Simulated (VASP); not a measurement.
## AlRu: single point with PBE

The system is AlRu.

```
CELL_PARAMETERS angstrom
3.00359 0.00000 0.00000
0.00000 3.00359 0.00000
0.00000 0.00000 3.00359
ATOMIC_POSITIONS crystal
Al 0.50000 0.50000 0.50000
Ru 0.00000 0.00000 0.00000
```

* Program: VASP 6.6.1
* Task: single point
* Functional: PBE
* Potentials or basis: VASP PAW PBE potentials, release 64 (Al, Ru_pv)
* Cutoff: 520 eV
* k mesh: 18 × 18 × 18
* Occupations: gaussian, width 0.1 eV
* Spin: no spin polarisation
* Dipole correction: no
* Further INCAR settings: ALGO = Fast; EDIFF = 1e-06; NBANDS = 16

```yaml
Pressure: -0.1 GPa
```

Levels at points of the mesh, in eV from the Fermi level:
```tsv
k point	band 6	band 7	band 8	band 9	band 10	band 11	band 12	band 13
(0.00, 0.00, 0.00)	-3.49	0.18	0.18	0.18	6.03	6.03	6.03	10.91
(0.50, 0.00, 0.00)	-2.71	-1.57	-1.57	0.43	2.25	7.46	10.98	10.98
(0.50, 0.50, 0.00)	-1.35	-1.35	-1.14	-1.14	1.51	5.24	6.12	10.51
(0.50, 0.50, 0.50)	-4.56	1.60	1.60	2.51	4.12	4.12	4.12	8.43
```

It took 55 s on 1 thread of Intel(R) Xeon(R) Platinum 8488C (Sapphire Rapids), on a shared host, peak memory 0.21 GiB.
